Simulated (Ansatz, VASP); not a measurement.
## P: VASP beside Ansatz

The input INCAR:

```
  PREC = Accurate
  ENCUT = 520
  EDIFF = 1E-6
  ISMEAR = 0
  SIGMA = 0.05
  LREAL = F
  LASPH = T
  NELM = 100
  ALGO = Normal
  ISIF = 2
  LWAVE = F
  LCHARG = F
  GGA = PS
  NBANDS = 18
```

Contents of KPOINTS:

```
regular mesh
0
Gamma
  8 1 6
```

Contents of POSCAR:

```
P
1.0
    3.2837277200      0.0000000000      0.0000000000
    0.0000000000     34.8570309900      0.0000000000
    0.0000000000      0.0000000000      4.4004804745
P
4
Direct
    0.0000000000      0.9702614300      0.5921507200
    0.0000000000      0.0297385700      0.4078492800
    0.5000000000      0.0297385700      0.0921507200
    0.5000000000      0.9702614300      0.9078492800
```

Input for Ansatz:

```yaml
crystal:
  lattice:
    - [3.28372772, 0.0, 0.0]
    - [0.0, 34.85703099, 0.0]
    - [0.0, 0.0, 4.4004804745]
  atoms:
    - { symbol: P, position: [0.0, 0.97026143, 0.59215072] }
    - { symbol: P, position: [0.0, 0.02973857, 0.40784928] }
    - { symbol: P, position: [0.5, 0.02973857, 0.09215072] }
    - { symbol: P, position: [0.5, 0.97026143, 0.90784928] }
basis:
  ecutwfc: 420
kpoints:
  mp_grid: { grid: [8, 1, 6] }
hamiltonian:
  xc: pbesol
scf:
  occupations: { method: gaussian, width: 0.05 }
output:
  forces: true
  stress: true
  eigenvalues: true
```

Change from the starting cell: strain +0.000 along x and y, -0.050 along z, atoms carried along.

Alike in both runs: task single point; functional PBEsol; k mesh 8 × 1 × 6; occupations gaussian, width 0.05 eV; no spin polarisation.

|  | VASP | Ansatz |
| --- | --- | --- |
| version | VASP 6.6.1 | Ansatz 0.2.0 |
| potentials or method | VASP PAW PBE potentials, release 64 (P), cutoff 520 eV | scalar-relativistic, plane waves, PAW |
| valence electrons in the cell | 20 | 20 |

```tsv
	VASP	Ansatz	Ansatz less VASP
gap on the k mesh at the Fermi level (eV)	0.60	0.59	-0.017
least direct gap on the mesh (eV)	0.63	0.62	-0.005
rms of the force components (eV/Å)	0.612	0.620	+0.0088
```

VASP's potentials were made for PBE, not for PBEsol. Atom by atom the forces differ by 0.011 eV/Å (rms over components). With one functional, cell and mesh, what is left measures potentials, basis and numerics.
